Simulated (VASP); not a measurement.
# Al31N32 (a cell with a defect) in VASP: a series of runs

Runs on Al31N32 (a cell with a defect). Level: PBEsol. Tasks: single point.

Everything below comes from runs of VASP 6.6.1. Logs are shortened: lines on timing, memory, paths and dates and some standing lists are left out, and cuts for length are marked.

## (1) The cell of the first run

The cell holds a defect, 63 atoms: a = 8.755 Å, b = 8.755 Å, c = 8.755 Å, α = 90.00°, β = 90.00°, γ = 90.00°.

## (2) Single point, PBEsol

INCAR

```
PREC = Accurate
ENCUT = 520
EDIFF = 1E-6
ISMEAR = -1
SIGMA = 0.05
LREAL = Auto
LASPH = T
NELM = 80
ALGO = Normal
ISIF = 2
LWAVE = F
LCHARG = F
GGA = PS
NELECT = 252.0
ISYM = 0
NBANDS = 164
```

KPOINTS

```
Automatic mesh
0
Gamma
  1 1 1
  0.25 0.25 0.25
```

POSCAR

```
Al31N32
1.0
    8.7554440000      0.0000000000      0.0000000000
    0.0000000000      8.7554440000      0.0000000000
    0.0000000000      0.0000000000      8.7554440000
Al N
31 32
Direct
    0.0001600000      0.9995530000      0.0000710000
    0.9998720000      0.9991120000      0.5014740000
    0.9999150000      0.5010410000      0.9996710000
    0.9998860000      0.4996340000      0.5001410000
    0.5014220000      0.9991670000      0.9996830000
    0.5001880000      0.9993730000      0.5001390000
    0.5002270000      0.4996600000      0.9998600000
    0.2498280000      0.2492590000      0.0000740000
    0.2479410000      0.2473650000      0.4967260000
    0.2496090000      0.7497440000      0.0000670000
    0.2488350000      0.7512000000      0.5044770000
    0.7503900000      0.2490640000      0.9999270000
    0.7518090000      0.2480190000      0.5042760000
    0.7506640000      0.7499930000      0.9991470000
    0.7512290000      0.7508010000      0.4981630000
    0.2498240000      0.9995240000      0.2497340000
    0.2495410000      0.9995580000      0.7502930000
    0.2480520000      0.4962910000      0.2479440000
    0.2488270000      0.5039710000      0.7516460000
    0.7503920000      0.9994350000      0.2495270000
    0.7506500000      0.9986060000      0.7504830000
    0.7518010000      0.5037720000      0.2485370000
    0.7512330000      0.4977030000      0.7512730000
    0.0002620000      0.2492740000      0.2497520000
    0.0000300000      0.2490850000      0.7501480000
    0.0000570000      0.7496330000      0.2495690000
    0.9991970000      0.7500140000      0.7505590000
    0.4967180000      0.2471400000      0.2476200000
    0.5044850000      0.2481080000      0.7517550000
    0.5044980000      0.7512660000      0.2486680000
    0.4980960000      0.7509120000      0.7513320000
    0.1252480000      0.1245870000      0.1250650000
    0.1240170000      0.1234710000      0.6259440000
    0.1241210000      0.6254420000      0.1240420000
    0.1241990000      0.6253100000      0.6258050000
    0.6261660000      0.1233180000      0.1237850000
    0.6258950000      0.1236100000      0.6257870000
    0.6259030000      0.6252960000      0.1241390000
    0.6414070000      0.6413100000      0.6417360000
    0.3748090000      0.3742270000      0.1240860000
    0.3574360000      0.3567580000      0.6427180000
    0.3743680000      0.8758850000      0.1240690000
    0.3748660000      0.8758240000      0.6259590000
    0.8766470000      0.3737210000      0.1239460000
    0.8761290000      0.3743670000      0.6258350000
    0.8755030000      0.8748120000      0.1249450000
    0.8763980000      0.8757910000      0.6256530000
    0.3747900000      0.1235880000      0.3746920000
    0.3743300000      0.1235440000      0.8764180000
    0.3576740000      0.6421420000      0.3575480000
    0.3748810000      0.6254430000      0.8762390000
    0.8766430000      0.1234700000      0.3741830000
    0.8754780000      0.1244100000      0.8753010000
    0.8761490000      0.6253510000      0.3748680000
    0.8763950000      0.6251340000      0.8763370000
    0.1242770000      0.3742650000      0.3747760000
    0.1241600000      0.3737400000      0.8763060000
    0.1241880000      0.8758000000      0.3742380000
    0.1249930000      0.8748640000      0.8753740000
    0.6429260000      0.3562010000      0.3567140000
    0.6259590000      0.3743190000      0.8762160000
    0.6259880000      0.8757880000      0.3748370000
    0.6258180000      0.8758600000      0.8763950000
```

Potentials or basis: VASP PAW PBE potentials, release 64 (Al, N).

The run is started by

```
$ cat potpaw_PBE.64/Al/POTCAR potpaw_PBE.64/N/POTCAR > POTCAR
$ mpirun -np 1 vasp_std > vasp.out
```

OUTCAR:

```text
PREC = Accurate
   ENCUT = 520
   EDIFF = 1E-6
   ISMEAR = -1
   LREAL = Auto
   LASPH = T
   NELM = 80
   ISIF = 2
   GGA = PS
   NELECT = 252.0
   ISYM = 0

 ion  position               nearest neighbor table
   1  0.000  1.000  0.000-  59 1.89  46 1.89  53 1.89  32 1.90  27 3.09  14 3.09  21 3.09  17 3.09
                            20 3.09  10 3.09  12 3.09  16 3.09   8 3.09  24 3.09  26 3.09  25 3.09
   2  1.000  0.999  0.501-  47 1.88  33 1.89  58 1.90  52 1.90   9 3.07  11 3.08  15 3.08  13 3.08
                            27 3.08  21 3.08  17 3.09  25 3.09  26 3.10  20 3.10  16 3.11  24 3.11
   3  1.000  0.501  1.000-  55 1.88  34 1.89  44 1.90  57 1.90  18 3.07  19 3.08  22 3.08  23 3.08
                            27 3.08  14 3.08  10 3.09  26 3.09  25 3.10  12 3.10   8 3.11  24 3.11
   4  1.000  0.500  0.500-  45 1.89  54 1.89  56 1.90  35 1.90  22 3.09  13 3.09  23 3.09  15 3.09
                             9 3.10  18 3.10  19 3.10  25 3.10  11 3.10  26 3.10  24 3.10  27 3.10
   5  0.501  0.999  1.000-  63 1.88  36 1.89  42 1.89  49 1.89  28 3.07  31 3.07  29 3.08  30 3.08
                            14 3.09  21 3.09  20 3.09  12 3.09  10 3.10  17 3.10  16 3.11   8 3.11
   6  0.500  0.999  0.500-  62 1.89  43 1.89  48 1.90  37 1.90  11 3.09  30 3.09  15 3.09  31 3.09
                             9 3.10  13 3.10  28 3.10  29 3.10  16 3.10  17 3.10  21 3.10  20 3.10
   7  0.500  0.500  1.000-  61 1.89  51 1.89  40 1.90  38 1.90  23 3.09  19 3.09  29 3.09  31 3.09
                            22 3.10  18 3.10  28 3.10  30 3.10  10 3.10  12 3.10  14 3.10   8 3.10
   8  0.250  0.249  0.000-  49 1.89  57 1.89  40 1.89  32 1.89  28 3.06  18 3.06  24 3.09   1 3.09
                            16 3.09  17 3.09  25 3.09   7 3.10   5 3.11   3 3.11  29 3.11  19 3.12
   9  0.248  0.247  0.497-  41 1.86  56 1.88  48 1.88  33 1.91  24 3.06  16 3.06   2 3.07  18 3.08
[... 63 lines left out ...]
  50  0.358  0.642  0.358-  18 1.86  30 1.86  11 1.86
  51  0.375  0.625  0.876-  19 1.88  10 1.89  31 1.89   7 1.89
  52  0.877  0.123  0.374-  24 1.89   2 1.90  20 1.90  13 1.92
  53  0.875  0.124  0.875-   1 1.89  12 1.89  25 1.89  21 1.90
  54  0.876  0.625  0.375-  22 1.88  26 1.89  15 1.89   4 1.89
  55  0.876  0.625  0.876-   3 1.88  14 1.89  27 1.89  23 1.91
  56  0.124  0.374  0.375-   9 1.88  18 1.88  24 1.89   4 1.90
  57  0.124  0.374  0.876-   8 1.89   3 1.90  25 1.90  19 1.92
  58  0.124  0.876  0.374-  16 1.89   2 1.90  26 1.90  11 1.92
  59  0.125  0.875  0.875-   1 1.89  17 1.89  10 1.89  27 1.90
  60  0.643  0.356  0.357-  28 1.86  22 1.86  13 1.86
  61  0.626  0.374  0.876-  29 1.88  12 1.89  23 1.89   7 1.89
  62  0.626  0.876  0.375-  30 1.88  20 1.89  15 1.89   6 1.89
  63  0.626  0.876  0.876-   5 1.88  14 1.89  21 1.89  31 1.91

IMPORTANT INFORMATION: All symmetrisations will be switched off!
NOSYMM: (Re-)initialisation of all symmetry stuff for point group C_1.

----------------------------------------------------------------------------------------

                                     Primitive cell

  volume of cell :     671.1731

  direct lattice vectors                    reciprocal lattice vectors
     8.755444000  0.000000000  0.000000000     0.114214653  0.000000000  0.000000000
[... 207 lines left out ...]
     AMIX_MAG =   1.60;   BMIX_MAG =  1.00
  volume/ion in A,a.u.               =      10.65        71.89
  Fermi-wavevector in a.u.,A,eV,Ry     =   1.181037  2.231836 18.978065  1.394848
  Thomas-Fermi vector in A             =   2.317318
   LORBIT       =      0    0 simple, 1 ext, 2 COOP (PROOUT), +10 PAW based schemes
   GGA     = PS    functional components
   LHFCALC =     F    Hartree Fock is set to
   AEXX    =    0.0000 exact exchange contribution
   IVDW    =     0    specifies the selected vdW correction
   LEPSILON=     F    determine dielectric tensor
   LRPA    =     F    only Hartree local field effects (RPA)
 non-spin polarized calculation
  energy-cutoff  :      520.00
  volume of cell :      671.17
 maximum number of plane-waves:     18052
 NGX is ok and might be reduce to    70
   NGX = 33   NGY = 33   NGZ = 33

 number of electron     251.9999962 magnetization

 Free energy of the ion-electron system (eV)
  ---------------------------------------------------
  ext. energy  EPLUGINS =         0.00000000
  ---------------------------------------------------
  free energy    TOTEN  =      -491.37600797 eV

  energy without entropy =     -491.30760146  energy(sigma->0) =     -491.34180471

 E-fermi :   5.7670     XC(G=0): -10.9682

 val. band max:        5.6611073810   @ k =  -0.2500   0.2500   0.2500
 cond. band min:       5.9000263101   @ k =  -0.2500  -0.2500   0.2500
 fundamental gap:      0.2389189291
 Fermi energy:         5.7669538049

 k-point     1 :       0.2500    0.2500    0.2500
  band No.  band energies     occupation
      1      -9.2095      2.00000
      2      -8.6782      2.00000
      3      -8.6773      2.00000
      4      -8.5685      2.00000
      5      -8.1861      2.00000
      6      -8.1856      2.00000
[... 553 lines left out ...]
    137      11.2753      0.00000
    138      11.2981      0.00000
 [bands above 138 left out]

------------------------ aborting loop because EDIFF is reached ----------------------------------------

  FORCE on cell =-STRESS in cart. coord.  units (eV):
  Direction    XX          YY          ZZ          XY          YZ          ZX
  --------------------------------------------------------------------------------------
  -------------------------------------------------------------------------------------
  Total       -3.8679076     -3.8703731     -3.8721073     -0.0477496     -0.0133471     -0.0553638
  in kB       -9.2331981     -9.2390834     -9.2432231     -0.1139846     -0.0318612     -0.1321606
  external PRESSURE =      -9.2385015 kB  Pullay stress =       0.0000000 kB

 VOLUME and BASIS-vectors are now :
 -----------------------------------------------------------------------------
  energy-cutoff  :      520.00
  volume of cell :      671.17
      direct lattice vectors                 reciprocal lattice vectors
     8.755444000  0.000000000  0.000000000     0.114214653  0.000000000  0.000000000
     0.000000000  8.755444000  0.000000000     0.000000000  0.114214653  0.000000000
     0.000000000  0.000000000  8.755444000     0.000000000  0.000000000  0.114214653

 POSITION                                       TOTAL-FORCE (eV/Angst)
 -----------------------------------------------------------------------------------
      0.00140      8.75153      0.00062         0.038500      0.049023      0.040923
      8.75432      8.74767      4.39063         0.070110      0.075358     -0.266717
      8.75470      4.38684      8.75256         0.071664     -0.271094      0.072447
      8.75445      4.37452      4.37896         0.065037      0.000507     -0.005908
      4.39017      8.74815      8.75267        -0.245558      0.072702      0.071194
      4.37937      8.74995      4.37894        -0.002936      0.063684     -0.003732
[... 55 lines left out ...]
      5.48080      7.66791      3.28186         0.010952     -0.048657      0.031310
      5.47931      7.66854      7.67323         0.120616     -0.069519     -0.072642
 -----------------------------------------------------------------------------------
    total drift:                                0.005100      0.016994      0.006762

  FREE ENERGIE OF THE ION-ELECTRON SYSTEM (eV)
  ---------------------------------------------------
  free  energy   TOTEN  =      -491.3760079666 eV

  energy  without entropy=     -491.3076014613  energy(sigma->0) =     -491.34180471
```

Wall time 21 min (1 thread of Intel Xeon Platinum 8488C (Sapphire Rapids), shared host); peak memory 0.82 GiB.

What came out:

| Property | Result |
| --- | --- |
| Free energy | -491.3760 eV |
| Largest force | 0.290 eV/Å |

Forces in eV/Å, atoms in the order of the input:
```
Al   0.038  0.049  0.041
Al   0.070  0.075 -0.267
Al   0.072 -0.271  0.072
Al   0.065  0.001 -0.006
Al  -0.246  0.073  0.071
Al  -0.003  0.064 -0.004
Al  -0.009 -0.002  0.061
Al   0.012  0.019 -0.029
Al   0.083  0.073 -0.041
Al   0.069  0.088  0.051
Al   0.001  0.016 -0.134
Al   0.086  0.063  0.056
Al   0.017  0.008 -0.127
Al   0.003  0.013  0.152
Al   0.047  0.040 -0.255
Al   0.012 -0.022  0.017
Al   0.075  0.056  0.080
Al   0.085 -0.045  0.083
Al   0.002 -0.140  0.020
Al   0.084  0.062  0.068
Al   0.006  0.155  0.014
Al   0.019 -0.127  0.010
Al   0.043 -0.255  0.040
Al  -0.021  0.011  0.011
Al   0.056  0.071  0.089
Al   0.056  0.092  0.075
Al   0.152  0.009  0.004
Al  -0.045  0.072  0.074
Al  -0.126  0.006  0.014
Al  -0.123  0.012  0.008
Al  -0.260  0.049  0.057
N   -0.036 -0.034 -0.028
N   -0.051 -0.050  0.032
N   -0.053  0.032 -0.053
N   -0.071  0.013  0.012
N    0.027 -0.048 -0.045
N    0.013 -0.071  0.013
N    0.011  0.013 -0.071
N    0.010 -0.035 -0.029
N   -0.013 -0.009 -0.013
N    0.022  0.030  0.042
N    0.050 -0.027 -0.055
N    0.031 -0.047  0.012
N   -0.029  0.057 -0.053
N   -0.044  0.032  0.011
N   -0.043 -0.047 -0.063
N   -0.063 -0.069  0.125
N   -0.014 -0.014 -0.011
N    0.052 -0.055 -0.025
N    0.013  0.039  0.018
N    0.035  0.013 -0.044
N   -0.029 -0.056  0.059
N   -0.043 -0.060 -0.044
N   -0.045  0.008  0.030
N   -0.063  0.127 -0.070
N   -0.021 -0.008 -0.014
N   -0.054  0.060 -0.024
N   -0.056 -0.027  0.058
N   -0.059 -0.049 -0.041
N    0.058  0.050  0.050
N    0.014  0.036 -0.045
N    0.011 -0.049  0.031
N    0.121 -0.070 -0.073
```

Levels at points of the mesh, in eV from the Fermi level:
| k point | band 124 | band 125 | band 126 | band 127 | band 128 | band 129 |
| --- | --- | --- | --- | --- | --- | --- |
| (0.25, 0.25, 0.25) | -0.45 | -0.45 | -0.14 | 0.16 | 0.17 | 3.98 |

Caveat: the cell carries a net charge on a neutralising background, which shifts energy and pressure; the cell is charged against a uniform background, so pressure and absolute levels hang on convention; the PAW data sets were made with another functional, which shifts forces and pressure a little.

(Continued in part 2 of 3.)
